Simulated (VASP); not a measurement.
## Si12CO: single point with PBE

System: Si12CO, a slab with vacuum.

```
Si C O
1.0
     7.73507    0.00000    0.00000
     0.00000    5.46952    0.00000
     0.00000    0.00000   21.72384
Si C O
12 1 1
Direct
  0.25000 0.00000 0.18413
  0.75000 0.00000 0.18413
  0.00000 0.25000 0.18413
  0.50000 0.25000 0.18413
  0.00000 0.50244 0.27104
  0.50000 0.50244 0.27104
  0.25000 0.74756 0.27104
  0.75000 0.74756 0.27104
  0.25000 0.00986 0.35555
  0.75000 0.00986 0.35555
  0.00000 0.24014 0.35555
  0.50000 0.24014 0.35555
  0.00000 0.00986 0.42229
  0.89396 0.11591 0.44899
```

- Program: VASP 6.6.1
- Task: single point
- Functional: PBE
- Potentials or basis: VASP PAW PBE potentials, release 64 (Si, C, O)
- Cutoff: 520 eV
- k mesh: 4 × 5 × 1
- Occupations: gaussian, width 0.05 eV
- Spin: no spin polarisation
- Dipole correction: yes
- Further INCAR settings: ALGO = Normal; EDIFF = 1e-06; NBANDS = 42; NELMDL = -8

- Largest force: 6.494 eV/Å
- Band gap on the k mesh: zero (bands 29 and 30 overlap by 0.24 eV)

Forces on the atoms (eV/Å):
```
Si   0.132  0.463 -0.006
Si  -0.147  0.540  0.136
Si   0.117 -0.604  0.374
Si  -0.057 -0.577 -0.056
Si   0.029  0.488 -0.331
Si   0.106 -0.021  0.046
Si  -0.149 -0.182 -0.313
Si  -0.007 -0.248 -0.187
Si   0.311 -0.047  0.198
Si  -0.421 -0.484 -1.539
Si   0.171  1.895 -3.514
Si   0.014  0.336  0.345
C    2.439 -3.734 -0.722
O   -2.539  2.177  5.567
```

Levels at points of the mesh, in eV from the Fermi level:
```
           k point  band 26  band 27  band 28  band 29  band 30  band 31  band 32  band 33
(0.00, 0.00, 0.00)    -0.86    -0.56    -0.39    -0.21    -0.04     0.25     0.46     0.68
(0.50, 0.00, 0.00)    -0.81    -0.77    -0.25    -0.20    -0.18     0.46     0.91     1.07
```

Wall time 24 min on 1 thread of Oxide Virtual Turin-like Processor, on a shared host, peak memory 0.95 GiB.
